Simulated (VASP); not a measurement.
# La: single point with LDA

The system is La.

```
CELL_PARAMETERS angstrom
3.08007 0.00000 0.00000
0.00000 3.08007 0.00000
0.00000 0.00000 3.08007
ATOMIC_POSITIONS crystal
La 0.00000 0.00000 0.00000
```

This isn't the form of La at room conditions, which is double hcp.

```json
{
 "Program": "VASP 6.6.1",
 "Task": "single point",
 "Functional": "LDA",
 "Potentials or basis": "VASP PAW LDA potentials, release 64 (La)",
 "Cutoff": "520 eV",
 "k mesh": "11 × 11 × 11",
 "Occupations": "fermi-dirac, width 0.1 eV",
 "Spin": "no spin polarisation"
}
```

| Quantity | Value |
| --- | --- |
| Pressure | 2.6 GPa |
| Band gap on the k mesh | zero (an odd number of electrons rules out a gap without spin polarisation) |

Levels at points of the mesh, in eV from the Fermi level:
```
           k point  band 3  band 4  band 5  band 6  band 7  band 8
(0.00, 0.00, 0.00)  -14.93  -14.93   -2.52   -1.57   -1.57    2.19
```

Run time: 34 s on 1 thread of AMD EPYC 7R13, on a shared host, peak memory 0.12 GiB.

Caveat: spin-orbit coupling is left out, which moves the levels of the heavy elements.
